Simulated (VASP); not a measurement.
Set up this calculation in VASP 6.6.1, as the native input.

| Item | Value |
| --- | --- |
| Task | single point |
| Functional | PBE |
| Potentials or basis | VASP PAW PBE potentials, release 64 (C) |
| Cutoff | 600 eV |
| k mesh | 12 × 12 × 4 |
| Occupations | gaussian, width 0.05 eV |
| Spin | no spin polarisation |
| Dipole correction | no |
| Further INCAR settings | ALGO = Normal; EDIFF = 1e-06; NBANDS = 26 |

The structure of C lies in POSCAR:

```
C
1.0
    2.5220988435      0.0000000000      0.0000000000
   -1.2610494217      2.1842016693      0.0000000000
    0.0000000000      0.0000000000      8.2371000000
C
8
Direct
    0.0000000000      0.0000000000      0.0937500000
    0.0000000000      0.0000000000      0.5937500000
    0.0000000000      0.0000000000      0.4062500000
    0.0000000000      0.0000000000      0.9062500000
    0.3261463692      0.6522927384      0.1549024442
    0.6666666667      0.3333333333      0.6562500000
    0.3333333333      0.6666666667      0.3437500000
    0.6666666667      0.3333333333      0.8437500000
```

These files were run (other wordings do the same):

INCAR

```
SYSTEM = C
PREC = Accurate
ENCUT = 600
EDIFF = 1E-6
ISMEAR = 0
SIGMA = 0.05
LREAL = .FALSE.
LASPH = .TRUE.
NELM = 120
ALGO = Normal
ISIF = 2
LWAVE = .FALSE.
LCHARG = .FALSE.
GGA = PE
NBANDS = 26
GGA_COMPAT = .FALSE.
```

KPOINTS

```
Automatic mesh
0
G
  12 12 4
  0 0 0
```

Potentials or basis: VASP PAW PBE potentials, release 64 (C).

Launch:

```console
$ cat potpaw_PBE.64/C/POTCAR > POTCAR
$ mpirun -np 1 vasp_std > vasp.out
```

Results of the run:

```yaml
Pressure: 2.3 GPa
Largest_force: 1.257 eV/Å
Band_gap_on_the_k_mesh: 4.32 eV (least direct gap 5.02 eV)
```

Caveat: the stress differs along the axes, from -2 to 10 GPa; forces of over 1 eV/Å act on the atoms, so gaps and moduli don't describe the material at rest.

It took 120 s on 1 thread of Oxide Virtual Turin-like Processor (shared host), peak memory 0.24 GiB.
